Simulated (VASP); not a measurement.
# ZnS (F-43m) in VASP: further runs, part 2 of 2

VASP 6.6.1. The steps go on from the part before.

### 3 Single point, PBE

The input, INCAR:

```
SYSTEM = ZnS
PREC = Accurate
ENCUT = 500
EDIFF = 1E-6
ISMEAR = 0
SIGMA = 0.02
LREAL = .FALSE.
LASPH = .TRUE.
NELM = 120
ALGO = Normal
ISIF = 2
LWAVE = .FALSE.
LCHARG = .FALSE.
GGA = PE
NBANDS = 16
GGA_COMPAT = .FALSE.
```

The input, KPOINTS:

```
Automatic mesh
0
G
  10 10 10
  0 0 0
```

The input, POSCAR:

```
ZnS
1.0
    0.0000000000      2.7218243430      2.7218243430
    2.7218243430      0.0000000000      2.7218243430
    2.7218243430      2.7218243430      0.0000000000
Zn S
1 1
Direct
    0.0000000000      0.0000000000      0.0000000000
    0.2500000000      0.2500000000      0.2500000000
```

Potentials or basis: VASP PAW PBE potentials, release 64 (Zn, S).

Launch:

```bash
cat potpaw_PBE.64/Zn/POTCAR potpaw_PBE.64/S/POTCAR > POTCAR
mpirun -np 1 vasp_std > vasp.out
```

OUTCAR:

```text
SYSTEM = ZnS
   PREC = Accurate
   ENCUT = 500
   EDIFF = 1E-6
   ISMEAR = 0
   LREAL = .FALSE.
   LASPH = .TRUE.
   NELM = 120
   ISIF = 2
   GGA = PE

 ion  position               nearest neighbor table
   1  0.000  0.000  0.000-   2 2.36   2 2.36   2 2.36   2 2.36
   2  0.250  0.250  0.250-   1 2.36   1 2.36   1 2.36   1 2.36

  LATTYP: Found a face centered cubic cell.
 ALAT       =     5.4436486860

  Lattice vectors:

 A1 = (   0.0000000000,   2.7218243430,   2.7218243430)
 A2 = (   2.7218243430,   0.0000000000,   2.7218243430)
 A3 = (   2.7218243430,   2.7218243430,   0.0000000000)

Analysis of symmetry for initial positions (statically):
=====================================================================
 Subroutine PRICEL returns:
 Original cell was already a primitive cell.

 Routine SETGRP: Setting up the symmetry group for a
 face centered cubic supercell.

 Subroutine GETGRP returns: Found 24 space group operations
 (whereof 24 operations were pure point group operations)
 out of a pool of 48 trial point group operations.

The static configuration has the point symmetry T_d .

Analysis of symmetry for dynamics (positions and initial velocities):
=====================================================================
 Subroutine PRICEL returns:
 Original cell was already a primitive cell.

 Routine SETGRP: Setting up the symmetry group for a
 face centered cubic supercell.

 Subroutine GETGRP returns: Found 24 space group operations
 (whereof 24 operations were pure point group operations)
 out of a pool of 48 trial point group operations.

The dynamic configuration has the point symmetry T_d .

 Subroutine INISYM returns: Found 24 space group operations
 (whereof 24 operations are pure point group operations),
 and found     1 'primitive' translations

----------------------------------------------------------------------------------------

                                     Primitive cell

  volume of cell :      40.3283

  direct lattice vectors                    reciprocal lattice vectors
     0.000000000  2.721824343  2.721824343    -0.183700319  0.183700319  0.183700319
     2.721824343  0.000000000  2.721824343     0.183700319 -0.183700319  0.183700319
     2.721824343  2.721824343  0.000000000     0.183700319  0.183700319 -0.183700319

  length of vectors
     3.849240900  3.849240900  3.849240900     0.318178286  0.318178286  0.318178286

  position of ions in fractional coordinates (direct lattice)
     0.000000000  0.000000000  0.000000000
     0.250000000  0.250000000  0.250000000

  ion indices of the primitive-cell ions
   primitive index   ion index
                 1           1
                 2           2

----------------------------------------------------------------------------------------

 KPOINTS: Automatic mesh

Automatic generation of k-mesh.
 Grid dimensions read from file:
 generate k-points for:   10   10   10

 Generating k-lattice:

  Cartesian coordinates                     Fractional coordinates (reciprocal lattice)
    -0.018370032  0.018370032  0.018370032     0.100000000  0.000000000  0.000000000
     0.018370032 -0.018370032  0.018370032     0.000000000  0.100000000  0.000000000
     0.018370032  0.018370032 -0.018370032     0.000000000  0.000000000  0.100000000

  Length of vectors
     0.031817829  0.031817829  0.031817829

  Shift w.r.t. Gamma in fractional coordinates (k-lattice)
     0.000000000  0.000000000  0.000000000

 Subroutine IBZKPT returns following result:
 ===========================================

 Found     47 irreducible k-points:

 Following reciprocal coordinates:
            Coordinates               Weight
  0.000000  0.000000  0.000000      1.000000
  0.100000  0.000000  0.000000      8.000000
  0.200000  0.000000  0.000000      8.000000
  0.300000  0.000000  0.000000      8.000000
  0.400000  0.000000  0.000000      8.000000
  0.500000  0.000000  0.000000      4.000000
[... 16 lines left out ...]
  0.300000  0.300000  0.000000      6.000000
  0.400000  0.300000  0.000000     24.000000
 [... further k-points ...]
   k-points           NKPTS =     47   k-points in BZ     NKDIM =     47   number of bands    NBANDS=     16
   number of dos      NEDOS =    301   number of ions     NIONS =      2
   total plane-waves  NPLWV =  21952
   dimension x,y,z NGX =    28 NGY =   28 NGZ =   28
   dimension x,y,z NGXF=    56 NGYF=   56 NGZF=   56
   ions per type =               1   1
   NGX,Y,Z   is equivalent  to a cutoff of  12.09, 12.09, 12.09 a.u.
   NGXF,Y,Z  is equivalent  to a cutoff of  24.19, 24.19, 24.19 a.u.
 SYSTEM =  ZnS
   PREC   = accura    normal or accurate (medium, high low for compatibility)
   ISTART =      0    job   : 0-new  1-cont  2-samecut
   ICHARG =      2    charge: 1-file 2-atom 10-const
   ISPIN  =      1    spin polarized calculation?
   LNONCOLLINEAR =      F non collinear calculations
   LSORBIT =      F    spin-orbit coupling
   LASPH  =      T    aspherical Exc in radial PAW
   ENCUT  =  500.0 eV  36.75 Ry    6.06 a.u.   7.02  7.02  7.02*2*pi/ulx,y,z
   NELM   =    120;   NELMIN=  2; NELMDL= -5     # of ELM steps
   EDIFF  = 0.1E-05   stopping-criterion for ELM
   LREAL  =      F    real-space projection
   EDIFFG = 0.1E-04   stopping-criterion for IOM
   NSW    =      0    number of steps for IOM
   IBRION =     -1    ionic relax: 0-MD 1-quasi-New 2-CG
   NFREE  =      0    steps in history (QN), initial steepest desc. (CG)
   ISIF   =      2    stress and relaxation
   ISYM   =      2    0-nonsym 1-usesym 2-fastsym
   POTIM  = 0.5000    time-step for ionic-motion
   TEBEG  =    0.0;   TEEND  =   0.0 temperature during run
   PSTRESS=    0.0 pullay stress
   NELECT =      18.0000    total number of electrons
   NUPDOWN=      -1.0000    fix difference up-down
   EMIN   =  10.00;   EMAX   =-10.00  energy-range for DOS
   EFERMI =   0.00;   METHOD = LEGACY
   ISMEAR =     0;   SIGMA  =   0.02  broadening in eV -4-tet -1-fermi 0-gaus
   EFERMI_NEDOS =   21; number of points for ismear=-14 and -15
   IALGO  =     38    algorithm
   IMIX   =      4    mixing-type and parameters
     AMIX     =   0.40;   BMIX     =  1.00
     AMIX_MAG =   1.60;   BMIX_MAG =  1.00
  volume/ion in A,a.u.               =      20.16       136.07
  Fermi-wavevector in a.u.,A,eV,Ry     =   1.251110  2.364256 21.296884  1.565277
  Thomas-Fermi vector in A             =   2.385073
   LORBIT       =      0    0 simple, 1 ext, 2 COOP (PROOUT), +10 PAW based schemes
   GGA     = PE    functional components
   LHFCALC =     F    Hartree Fock is set to
   AEXX    =    0.0000 exact exchange contribution
   IVDW    =     0    specifies the selected vdW correction
   LEPSILON=     F    determine dielectric tensor
   LRPA    =     F    only Hartree local field effects (RPA)
 non-spin polarized calculation
 Gauss-broadening in eV      SIGMA  =   0.02
  energy-cutoff  :      500.00
  volume of cell :       40.33
 maximum number of plane-waves:      1034
   NGX = 13   NGY = 13   NGZ = 13

 number of electron      17.9999988 magnetization

 Free energy of the ion-electron system (eV)
  ---------------------------------------------------
  ext. energy  EPLUGINS =         0.00000000
  ---------------------------------------------------
  free energy    TOTEN  =        -6.85235297 eV

  energy without entropy =       -6.85235297  energy(sigma->0) =       -6.85235297

 E-fermi :   2.0472     XC(G=0):  -9.5275

 val. band max:        1.9051219579   @ k =   0.0000   0.0000   0.0000
 cond. band min:       3.9233135011   @ k =   0.0000   0.0000   0.0000
 fundamental gap:      2.0181915432
 Fermi energy:         2.0472161043

 k-point     1 :       0.0000    0.0000    0.0000
  band No.  band energies     occupation
      1     -11.0849      2.00000
      2      -4.3497      2.00000
      3      -4.3497      2.00000
      4      -4.3497      2.00000
      5      -3.8772      2.00000
      6      -3.8772      2.00000
[... 8 lines left out ...]
     15      13.6419      0.00000
     16      13.6526      0.00000
[... 419 lines left out ...]
 k-point    24 :       0.4000    0.3000    0.0000
  band No.  band energies     occupation
      1     -10.1662      2.00000
      2      -4.3505      2.00000
      3      -4.1160      2.00000
      4      -4.1063      2.00000
      5      -3.8506      2.00000
      6      -3.8235      2.00000
[... 8 lines left out ...]
     15      15.2344      0.00000
     16      17.6069      0.00000

 [... further k-points ...]

------------------------ aborting loop because EDIFF is reached ----------------------------------------

  FORCE on cell =-STRESS in cart. coord.  units (eV):
  Direction    XX          YY          ZZ          XY          YZ          ZX
  --------------------------------------------------------------------------------------
  -------------------------------------------------------------------------------------
  Total        0.0348615      0.0348615      0.0348615      0.0000000      0.0000000      0.0000000
  in kB        1.3849907      1.3849907      1.3849907      0.0000000      0.0000000      0.0000000
  external PRESSURE =       1.3849907 kB  Pullay stress =       0.0000000 kB

 VOLUME and BASIS-vectors are now :
 -----------------------------------------------------------------------------
  energy-cutoff  :      500.00
  volume of cell :       40.33
      direct lattice vectors                 reciprocal lattice vectors
     0.000000000  2.721824343  2.721824343    -0.183700319  0.183700319  0.183700319
     2.721824343  0.000000000  2.721824343     0.183700319 -0.183700319  0.183700319
     2.721824343  2.721824343  0.000000000     0.183700319  0.183700319 -0.183700319

 POSITION                                       TOTAL-FORCE (eV/Angst)
 -----------------------------------------------------------------------------------
      0.00000      0.00000      0.00000        -0.000000     -0.000000     -0.000000
      1.36091      1.36091      1.36091         0.000000      0.000000      0.000000
 -----------------------------------------------------------------------------------
    total drift:                                0.000000      0.000000      0.000000

  FREE ENERGIE OF THE ION-ELECTRON SYSTEM (eV)
  ---------------------------------------------------
  free  energy   TOTEN  =        -6.8523529659 eV

  energy  without entropy=       -6.8523529659  energy(sigma->0) =       -6.85235297
```

OSZICAR:

```text
N       E                     dE             d eps       ncg     rms          rms(c)
DAV:   1     0.868935435011E+02    0.86894E+02   -0.86925E+03  1504   0.130E+03
DAV:   2    -0.141895829802E+01   -0.88313E+02   -0.82754E+02  1752   0.254E+02
DAV:   3    -0.721805569745E+01   -0.57991E+01   -0.57757E+01  1864   0.635E+01
DAV:   4    -0.727862915209E+01   -0.60573E-01   -0.60562E-01  1880   0.685E+00
DAV:   5    -0.727935226703E+01   -0.72311E-03   -0.72310E-03  1912   0.707E-01    0.661E+00
DAV:   6    -0.687194756285E+01    0.40740E+00   -0.73397E-01  2272   0.296E+01    0.518E+00
DAV:   7    -0.685261610575E+01    0.19331E-01   -0.24527E-01  1784   0.439E+00    0.265E+00
DAV:   8    -0.685191498957E+01    0.70112E-03   -0.49007E-03  1912   0.777E-01    0.689E-01
DAV:   9    -0.685218561307E+01   -0.27062E-03   -0.11710E-03  1848   0.274E-01    0.103E-01
DAV:  10    -0.685235924369E+01   -0.17363E-03   -0.22251E-04  1832   0.141E-01    0.566E-02
DAV:  11    -0.685235207405E+01    0.71696E-05   -0.35349E-05  1744   0.893E-02    0.682E-03
DAV:  12    -0.685235296585E+01   -0.89181E-06   -0.43895E-06  2032   0.223E-02
   1 F= -.68523530E+01 E0= -.68523530E+01  d E =-.405247E-26
```

It took 12 s on 1 thread of Intel Xeon 6975P-C (Granite Rapids), shared host; peak memory 0.17 GiB.

What came out:

- Free energy: -6.8524 eV
- Pressure: 0.1 GPa
- Band gap on the k mesh: 2.02 eV

Levels at points of the mesh, in eV from the valence-band top:
```csv
k point,band 6,band 7,band 8,band 9,band 10,band 11,band 12,band 13
"(0.00, 0.00, 0.00)",-5.78,0.00,0.00,0.00,2.02,6.41,6.41,6.41
"(0.50, 0.00, 0.00)",-5.59,-5.15,-0.83,-0.83,3.27,6.94,6.94,8.79
"(0.50, 0.50, 0.00)",-5.57,-4.47,-2.14,-2.14,3.46,4.07,10.83,11.82
```
